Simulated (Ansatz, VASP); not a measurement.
## One calculation of MoSe2, two programs

File INCAR:

```
ALGO     = Normal         # electronic algorithm
EDIFF    = 1E-7           # SCF threshold, eV
EDIFFG   = -0.002         # ionic threshold
ENCUT    = 500            # plane-wave cutoff, eV
GGA      = PS             # functional
GGA_COMPAT= F            
IBRION   = 2              # ionic algorithm
ISIF     = 3              # what is computed and relaxed
ISMEAR   = -1             # smearing method
LASPH    = T              # aspherical terms in the spheres
LCHARG   = F              # write CHGCAR
LREAL    = F              # projectors in reciprocal space
LWAVE    = F              # write WAVECAR
NELM     = 120            # most SCF steps
NELMIN   = 4            
NSW      = 100            # ionic steps
PREC     = Accurate       # precision mode
SIGMA    = 0.08           # smearing width, eV
```

File KPOINTS:

```
k-points
0
Gamma
  12 12 4
```

Contents of POSCAR:

```
MoSe2
1.0
    3.2880000000      0.0000000000      0.0000000000
   -1.6440000000      2.8474915276      0.0000000000
    0.0000000000      0.0000000000     12.9000000000
Mo Se
2 4
Direct
    0.3333333333      0.6666666667      0.2500000000
    0.6666666667      0.3333333333      0.7500000000
    0.3333333333      0.6666666667      0.6250000000
    0.6666666667      0.3333333333      0.1250000000
    0.3333333333      0.6666666667      0.8750000000
    0.6666666667      0.3333333333      0.3750000000
```

Input for Ansatz:

```yaml
crystal:
  lattice:
    - [3.28799999998, 0.0, 0.0]
    - [-1.64399999999, 2.84749152763, 0.0]
    - [0.0, 0.0, 12.9]
  atoms:
    - { symbol: Mo, position: [0.333333333333, 0.666666666667, 0.25] }
    - { symbol: Mo, position: [0.666666666667, 0.333333333333, 0.75] }
    - { symbol: Se, position: [0.333333333333, 0.666666666667, 0.625] }
    - { symbol: Se, position: [0.666666666667, 0.333333333333, 0.125] }
    - { symbol: Se, position: [0.333333333333, 0.666666666667, 0.875] }
    - { symbol: Se, position: [0.666666666667, 0.333333333333, 0.375] }
kpoints:
  mp_grid: { grid: [12, 12, 4] }
scf:
  occupations: { method: fermi_dirac, width: 0.08 }
hamiltonian:
  xc: pbesol
  pseudopotentials: { kind: paw }
relax:
  f_tol: 0.002
  max_steps: 80
  cell: {}
output:
  forces: true
  stress: true
  write_density: true
  write_potential: true
  elf: true
  volumetric_format: npy
```

Alike in both runs: task relaxation of cell and atoms; functional PBEsol; k mesh 12 × 12 × 4; occupations fermi-dirac, width 0.08 eV; no spin polarisation.

```csv
,VASP,Ansatz
version,VASP 6.6.1,Ansatz 0.2.0
potentials or method,"VASP PAW PBE potentials, release 64 (Mo_sv, Se)","PAW with Ansatz's default frozen-core files, scalar-relativistic"
plane-wave cutoff (eV),500,420
valence electrons in the cell,52,92
```

|  | VASP | Ansatz | Ansatz less VASP |
| --- | --- | --- | --- |
| relaxed volume (Å³/atom) | 20.28 | 20.24 | -0.037 |
| relaxed length of the cell vector where the two differ most in proportion (Å) | 3.272 | 3.269 | -0.0024 |

VASP's potentials were made for PBE, not for PBEsol. VASP's potentials hold 52 valence electrons a cell and Ansatz's 92, so a difference there can come from the potentials and not from the codes.
